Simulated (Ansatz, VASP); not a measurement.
# One calculation of SnO, two programs

```
Sn O
1.0
     2.76270   -2.72982   -0.02911
     2.75258    2.71971   -0.03771
    -0.12479   -0.01606   10.27056
Sn O
4 4
Direct
  0.73559 0.26338 0.86331
  0.27390 0.74405 0.13495
  0.75725 0.23687 0.36708
  0.24103 0.78178 0.63492
  0.27188 0.24653 0.24677
  0.74318 0.78238 0.74911
  0.22150 0.27582 0.74943
  0.77802 0.75991 0.25348
```

Change from the starting cell: kmesh displaced: [6, 6, 2] Gamma-centred.

Alike in both runs: task single point; functional PBE; k mesh 6 × 6 × 2; occupations gaussian, width 0.02 eV; no spin polarisation.

```csv
,VASP,Ansatz
version,VASP 6.6.1,Ansatz 0.2.0
potentials or method,"VASP PAW PBE potentials, release 64 (Sn_d, O), cutoff 520 eV","scalar-relativistic, plane waves, PAW"
valence electrons in the cell,80,80
```

|  | VASP | Ansatz | Ansatz less VASP |
| --- | --- | --- | --- |
| gap on the k mesh at the Fermi level (eV) | 0.46 | 0.45 | -0.007 |
| least direct gap on the mesh (eV) | 1.80 | 1.85 | +0.042 |
| pressure (GPa) | -1.0 | -1.2 | -0.16 |
| traceless stress, the component that is largest in VASP (GPa) | 1.51 | 1.46 | -0.051 |
| rms of the force components (eV/Å) | 0.262 | 0.271 | +0.0091 |

Atom by atom the forces differ by 0.031 eV/Å (rms over components). The functional is the same, so the differences come from potentials, cutoffs and numerics.
